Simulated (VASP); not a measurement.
# GaN (P6_3/mmc) in VASP: relaxation of cell and atoms with r2SCAN+rVV10

Aim: the relaxation of cell and atoms of GaN with r2SCAN+rVV10.

Program: VASP 6.6.1. These are calculated values, not measurements. Logs are shortened: lines on timing, memory, paths and dates and some standing lists are left out, and cuts for length are marked.

## 1. The cell of the first run

The structure is hexagonal, space group P6_3/mmc (No. 194). Conventional cell: a = 3.307 Å, b = 3.307 Å, c = 4.721 Å, α = 90.00°, β = 90.00°, γ = 120.00°. Ga (site symmetry -6m2) has 5 N at 1.91 to 2.36 Å within 2.5 Å. N (site symmetry -6m2) has 5 Ga at 1.91 to 2.36 Å within 2.5 Å.

## 2. Relaxation of cell and atoms, r2SCAN+rVV10

The input, POSCAR:

```
GaN
1.0
    3.3072907704      0.0000000000      0.0000000000
   -1.6536453852      2.8641978249      0.0000000000
    0.0000000000      0.0000000000      4.7205404839
Ga N
2 2
Direct
    0.3333333333      0.6666666667      0.2500000000
    0.6666666667      0.3333333333      0.7500000000
    0.6666666667      0.3333333333      0.2500000000
    0.3333333333      0.6666666667      0.7500000000
```

The input, INCAR.step1:

```
SYSTEM = GaN
  PREC = Accurate
  ENCUT = 600
  ISMEAR = -1
  SIGMA = 0.03
  LREAL = .False.
  LASPH = .True.
  NELM = 100
  GGA = PE
  ALGO = Normal
  EDIFF = 1E-4
  LWAVE = .True.
  LCHARG = .False.
```

The input, INCAR.step2:

```
SYSTEM = GaN
  PREC = Accurate
  ENCUT = 600
  EDIFF = 1E-6
  ISMEAR = -1
  SIGMA = 0.03
  LREAL = .False.
  LASPH = .True.
  NELM = 100
  ALGO = Normal
  ISIF = 3
  LWAVE = .False.
  LCHARG = .False.
  METAGGA = R2SCAN
  LMIXTAU = .True.
  LUSE_VDW = .True.
  IVDW_NL = 2
  BPARAM = 11.95
  CPARAM = 0.0093
  IBRION = 2
  NSW = 100
  EDIFFG = -0.01
  ISTART = 1
```

The input, KPOINTS:

```
Automatic mesh
0
Gamma
  12 12 6
  0 0 0
```

Potentials or basis: VASP PAW PBE potentials, release 64 (Ga_d, N).

Launch:

```
$ cat potpaw_PBE.64/Ga_d/POTCAR potpaw_PBE.64/N/POTCAR > POTCAR
$ cp INCAR.step1 INCAR
$ mpirun -np 1 vasp_std > vasp.out
$ cp INCAR.step2 INCAR
$ mpirun -np 1 vasp_std > vasp.out
```

OUTCAR:

```text
SYSTEM = GaN
   PREC = Accurate
   ENCUT = 600
   EDIFF = 1E-6
   ISMEAR = -1
   LREAL = .False.
   LASPH = .True.
   NELM = 100
   ISIF = 3
   METAGGA = R2SCAN
   IVDW_NL = 2
   BPARAM = 11.95
   IBRION = 2
   NSW = 100
   EDIFFG = -0.01
   ISTART = 1

 ion  position               nearest neighbor table
   1  0.333  0.667  0.250-   3 1.91   3 1.91   3 1.91
   2  0.667  0.333  0.750-   4 1.91   4 1.91   4 1.91
   3  0.667  0.333  0.250-   1 1.91   1 1.91   1 1.91
   4  0.333  0.667  0.750-   2 1.91   2 1.91   2 1.91

  LATTYP: Found a hexagonal cell.
 ALAT       =     3.3072907704
 C/A-ratio  =     1.4273134150

  Lattice vectors:

 A1 = (   3.3072907704,   0.0000000000,   0.0000000000)
 A2 = (  -1.6536453852,   2.8641978249,   0.0000000000)
 A3 = (   0.0000000000,   0.0000000000,   4.7205404839)

Analysis of symmetry for initial positions (statically):
=====================================================================
 Subroutine PRICEL returns:
 Original cell was already a primitive cell.

 Routine SETGRP: Setting up the symmetry group for a
 hexagonal supercell.

 Subroutine GETGRP returns: Found 24 space group operations
 (whereof 12 operations were pure point group operations)
 out of a pool of 24 trial point group operations.

The static configuration has the point symmetry D_3d.
 The point group associated with its full space group is D_6h.

Analysis of symmetry for dynamics (positions and initial velocities):
=====================================================================
 Subroutine PRICEL returns:
 Original cell was already a primitive cell.

 Routine SETGRP: Setting up the symmetry group for a
 hexagonal supercell.

 Subroutine GETGRP returns: Found 24 space group operations
 (whereof 12 operations were pure point group operations)
 out of a pool of 24 trial point group operations.

The dynamic configuration has the point symmetry D_3d.
 The point group associated with its full space group is D_6h.

 Subroutine INISYM returns: Found 24 space group operations
 (whereof 12 operations are pure point group operations),
 and found     1 'primitive' translations

[... 103 lines left out ...]
   NFREE  =      1    steps in history (QN), initial steepest desc. (CG)
   ISIF   =      3    stress and relaxation
   ISYM   =      2    0-nonsym 1-usesym 2-fastsym
   POTIM  = 0.5000    time-step for ionic-motion
   TEBEG  =    0.0;   TEEND  =   0.0 temperature during run
   PSTRESS=    0.0 pullay stress
   NELECT =      36.0000    total number of electrons
   NUPDOWN=      -1.0000    fix difference up-down
   EMIN   =  10.00;   EMAX   =-10.00  energy-range for DOS
   EFERMI =   0.00;   METHOD = LEGACY
   ISMEAR =    -1;   SIGMA  =   0.03  broadening in eV -4-tet -1-fermi 0-gaus
   EFERMI_NEDOS =   21; number of points for ismear=-14 and -15
   IALGO  =     38    algorithm
   IMIX   =      4    mixing-type and parameters
     AMIX     =   0.40;   BMIX     =  1.00
     AMIX_MAG =   1.60;   BMIX_MAG =  1.00
  volume/ion in A,a.u.               =      11.18        75.44
  Fermi-wavevector in a.u.,A,eV,Ry     =   1.522953  2.877965 31.557178  2.319387
  Thomas-Fermi vector in A             =   2.631463
   LORBIT       =      0    0 simple, 1 ext, 2 COOP (PROOUT), +10 PAW based schemes
   METAGGA = R2SCAN    functional components
   LHFCALC =     F    Hartree Fock is set to
   AEXX    =    0.0000 exact exchange contribution
   IVDW_NL    =     2    kernel type
   BPARAM     =11.9500
   IVDW    =     0    specifies the selected vdW correction
   LEPSILON=     F    determine dielectric tensor
   LRPA    =     F    only Hartree local field effects (RPA)
 conjugate gradient relaxation of ions
 non-spin polarized calculation
  energy-cutoff  :      600.00
  volume of cell :       44.72
 maximum number of plane-waves:      1519
 NGX is ok and might be reduce to    28
   NGX = 13   NGY = 13   NGZ = 19

--------------------------------------- Ionic step        1  -------------------------------------------

 number of electron      36.0000000 magnetization

 Free energy of the ion-electron system (eV)
  ---------------------------------------------------
  ext. energy  EPLUGINS =         0.00000000
  ---------------------------------------------------
  free energy    TOTEN  =       -41.84660447 eV

  energy without entropy =      -41.84660447  energy(sigma->0) =      -41.84660447

------------------------ aborting loop because EDIFF is reached ----------------------------------------

  FORCE on cell =-STRESS in cart. coord.  units (eV):
  Direction    XX          YY          ZZ          XY          YZ          ZX
  --------------------------------------------------------------------------------------
  -------------------------------------------------------------------------------------
  Total       -0.0696530     -0.0696530     -0.1930550      0.0000000      0.0000000      0.0000000
  in kB       -2.4956475     -2.4956475     -6.9171061      0.0000000      0.0000000      0.0000000
  external PRESSURE =      -3.9694670 kB  Pullay stress =       0.0000000 kB
[... 177 lines left out ...]
--------------------------------------- Ionic step        6  -------------------------------------------

 number of electron      35.9999996 magnetization

 Free energy of the ion-electron system (eV)
  ---------------------------------------------------
  ext. energy  EPLUGINS =         0.00000000
  ---------------------------------------------------
  free energy    TOTEN  =       -41.84729715 eV

  energy without entropy =      -41.84729715  energy(sigma->0) =      -41.84729715

 E-fermi :   6.5073     XC(G=0): -12.8873

 val. band max:        5.9266851992   @ k =   0.0000   0.0000   0.0000
 cond. band min:       7.8122809501   @ k =   0.0000   0.0000   0.0000
 fundamental gap:      1.8855957509
 Fermi energy:         6.5073269195

 k-point     1 :       0.0000    0.0000    0.0000
  band No.  band energies     occupation
      1     -11.6177      2.00000
      2     -10.5158      2.00000
      3      -8.6204      2.00000
      4      -8.6204      2.00000
      5      -8.6129      2.00000
      6      -8.6129      2.00000
[... 589 lines left out ...]
     21      13.7087      0.00000
     22      14.3050      0.00000

 [... further k-points ...]

------------------------ aborting loop because EDIFF is reached ----------------------------------------

  FORCE on cell =-STRESS in cart. coord.  units (eV):
  Direction    XX          YY          ZZ          XY          YZ          ZX
  --------------------------------------------------------------------------------------
  -------------------------------------------------------------------------------------
  Total        0.0191102      0.0191102      0.0097415      0.0000000      0.0000000      0.0000000
  in kB        0.6879697      0.6879697      0.3506932      0.0000000      0.0000000      0.0000000
  external PRESSURE =       0.5755442 kB  Pullay stress =       0.0000000 kB
[... 19 lines left out ...]
  FREE ENERGIE OF THE ION-ELECTRON SYSTEM (eV)
  ---------------------------------------------------
  free  energy   TOTEN  =       -41.8472971485 eV

  energy  without entropy=      -41.8472971485  energy(sigma->0) =      -41.84729715

 reached required accuracy - stopping structural energy minimisation
```

OSZICAR.step1:

```text
N       E                     dE             d eps       ncg     rms          rms(c)
DAV:   1     0.294227879599E+03    0.29423E+03   -0.20246E+04  3526   0.332E+03
DAV:   2     0.104570675519E+02   -0.28377E+03   -0.27497E+03  3730   0.567E+02
DAV:   3    -0.258897066633E+02   -0.36347E+02   -0.35980E+02  3776   0.163E+02
DAV:   4    -0.275275968719E+02   -0.16379E+01   -0.16333E+01  4716   0.357E+01
DAV:   5    -0.275525482961E+02   -0.24951E-01   -0.24937E-01  3804   0.412E+00    0.111E+01
DAV:   6    -0.232484130358E+02    0.43041E+01   -0.16030E+01  6232   0.612E+01    0.299E+00
DAV:   7    -0.233834547406E+02   -0.13504E+00   -0.20178E+00  3656   0.121E+01    0.269E+00
DAV:   8    -0.233806066375E+02    0.28481E-02   -0.33096E-01  4662   0.976E+00    0.885E-01
DAV:   9    -0.233550631198E+02    0.25544E-01   -0.13161E-01  6026   0.640E+00    0.313E-01
DAV:  10    -0.233561223160E+02   -0.10592E-02   -0.74558E-03  3728   0.938E-01    0.102E-01
DAV:  11    -0.233561808685E+02   -0.58553E-04   -0.14672E-03  4712   0.762E-01    0.250E-02
DAV:  12    -0.233561923078E+02   -0.11439E-04   -0.12287E-04  2570   0.147E-01
   1 F= -.23356192E+02 E0= -.23356192E+02  d E =-.480047E-10
```

It took 18 min on 1 thread of AMD EPYC 9R45 (Zen 5), shared host; peak memory 0.33 GiB.

Results:

```yaml
Free_energy: -41.8473 eV
Relaxed_volume: 11.13 Å³/atom
Relaxed_cell: a = 3.310 Å, b = 3.310 Å, c = 4.692 Å, α = 90.00°, β = 90.00°, γ = 120.00°
Space_group_after_relaxing_to_0.1_Å: P6_3/mmc (No. 194)
Energy_gained_by_relaxing: 0.2 meV/atom
Ionic_steps: 6
Pressure_after_relaxing: 0.1 GPa
Band_gap_on_the_k_mesh: 1.89 eV
```

Step by step:
| step | energy change (eV) | largest force (eV/Å) | pressure (GPa) | volume (Å³) |
| --- | --- | --- | --- | --- |
| 1 | 0.0000 | 0.0000 | -0.40 | 44.72 |
| 2 | -0.0003 | 0.0000 | 0.33 | 44.54 |
| 3 | -0.0003 | 0.0000 | 0.14 | 44.56 |
| 4 | -0.0006 | 0.0000 | 0.13 | 44.53 |
| 5 | -0.0006 | 0.0000 | 0.11 | 44.52 |
| 6 | -0.0007 | 0.0000 | 0.06 | 44.50 |

Final structure:
```xyz
4
Lattice="3.3096 0.0000 0.0000 -1.6548 2.8662 0.0000 0.0000 0.0000 4.6915" Properties=species:S:1:pos:R:3 pbc="T T T"
Ga    0.0000    1.9108    1.1729
Ga    1.6548    0.9554    3.5187
N     1.6548    0.9554    1.1729
N     0.0000    1.9108    3.5187
```

Caveat: the PAW data sets were made with another functional, which shifts forces and pressure a little.
